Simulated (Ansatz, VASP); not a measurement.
## Ga7As8Pd in VASP and in Ansatz

File INCAR:

```
SYSTEM = Ga7As8Pd
ALGO = Normal
EDIFF = 1E-6
ENCUT = 520
GGA = PS
ISIF = 2
ISMEAR = 0
LASPH = .TRUE.
LCHARG = .FALSE.
LDAU = .TRUE.
LDAUJ = 0 0 0
LDAUL = 2 -1 -1
LDAUPRINT = 1
LDAUTYPE = 2
LDAUU = 2 0 0
LMAXMIX = 4
LREAL = Auto
LWAVE = .FALSE.
NBANDS = 84
NELM = 150
PREC = Accurate
SIGMA = 0.05
```

KPOINTS

```
k-points
0
G
  3 3 3
  0 0 0
```

Contents of POSCAR:

```
Ga7As8Pd
1.0
    0.0000000000      5.6537000000      5.6537000000
    5.6537000000      0.0000000000      5.6537000000
    5.6537000000      5.6537000000      0.0000000000
Pd Ga As
1 7 8
Direct
    0.0000000000      0.0000000000      1.0000000000
    0.0005118108      0.0005118108      0.4994881892
    0.0005118108      0.4994881892      0.0005118108
    0.0005118108      0.4994881892      0.4994881892
    0.4994881892      0.0005118108      0.0005118108
    0.4994881892      0.0005118108      0.4994881892
    0.4994881892      0.4994881892      0.0005118108
    0.5000000000      0.5000000000      0.5000000000
    0.1232025839      0.1232025839      0.1232025839
    0.1232025839      0.1232025839      0.6303922483
    0.1232025839      0.6303922483      0.1232025839
    0.1247390305      0.6250869898      0.6250869898
    0.6303922483      0.1232025839      0.1232025839
    0.6250869898      0.1247390305      0.6250869898
    0.6250869898      0.6250869898      0.1247390305
    0.6250869898      0.6250869898      0.6250869898
```

Input for Ansatz:

```yaml
crystal:
  lattice:
    - [0.0, 5.6537, 5.6537]
    - [5.6537, 0.0, 5.6537]
    - [5.6537, 5.6537, 0.0]
  atoms:
    - { symbol: Pd, position: [0.0, 0.0, 1.0] }
    - { symbol: Ga, position: [0.0005118108, 0.0005118108, 0.4994881892] }
    - { symbol: Ga, position: [0.0005118108, 0.4994881892, 0.0005118108] }
    - { symbol: Ga, position: [0.0005118108, 0.4994881892, 0.4994881892] }
    - { symbol: Ga, position: [0.4994881892, 0.0005118108, 0.0005118108] }
    - { symbol: Ga, position: [0.4994881892, 0.0005118108, 0.4994881892] }
    - { symbol: Ga, position: [0.4994881892, 0.4994881892, 0.0005118108] }
    - { symbol: Ga, position: [0.5, 0.5, 0.5] }
    - { symbol: As, position: [0.1232025839, 0.1232025839, 0.1232025839] }
    - { symbol: As, position: [0.1232025839, 0.1232025839, 0.6303922483] }
    - { symbol: As, position: [0.1232025839, 0.6303922483, 0.1232025839] }
    - { symbol: As, position: [0.1247390305, 0.6250869898, 0.6250869898] }
    - { symbol: As, position: [0.6303922483, 0.1232025839, 0.1232025839] }
    - { symbol: As, position: [0.6250869898, 0.1247390305, 0.6250869898] }
    - { symbol: As, position: [0.6250869898, 0.6250869898, 0.1247390305] }
    - { symbol: As, position: [0.6250869898, 0.6250869898, 0.6250869898] }
basis:
  ecutwfc: 420
  ecutrho_ratio: 4
kpoints:
  mp_grid: { grid: [3, 3, 3] }
hamiltonian:
  xc: pbesol
  hubbard: { sites: [{ site: 0, l: d, u_eff: 2.0 }] }
scf:
  occupations: { method: gaussian, width: 0.05 }
  lower_state_search: "off"
  max_iter: 150
output:
  forces: true
  stress: true
  eigenvalues: true
  populations: true
  hubbard: { sites: [{ site: 0, l: d }] }
```

Alike in both runs: task single point; functional PBEsol; k mesh 3 × 3 × 3; occupations gaussian, width 0.05 eV; no spin polarisation; Hubbard terms Pd d U = 2.0 eV.

|  | VASP | Ansatz |
| --- | --- | --- |
| version | VASP 6.6.1 | Ansatz 0.2.0 |
| potentials or method | VASP PAW PBE potentials, release 64 (Pd, Ga_d, As), cutoff 520 eV | scalar-relativistic, plane waves, PAW |
| valence electrons in the cell | 141 | 229 |

VASP gave:

- gap on the k mesh at the Fermi level (eV): none
- pressure (GPa): -0.3
- rms of the force components (eV/Å): 0.049

Question: What did Ansatz give for the same quantities?

Answer: gap on the k mesh at the Fermi level (eV): none; pressure (GPa): -0.3; rms of the force components (eV/Å): 0.007.

VASP's potentials were made for PBE, not for PBEsol. The programs project onto different local orbitals, so the same U acts differently, and such runs can settle in different states. Atom by atom the forces differ by 0.042 eV/Å (rms over components). A gap of «none» marks a metal or a gap that the smearing closes. VASP's potentials hold 141 valence electrons a cell and Ansatz's 229, so a difference there can come from the potentials and not from the codes. Ansatz's warnings: filled band counts differ across k points.
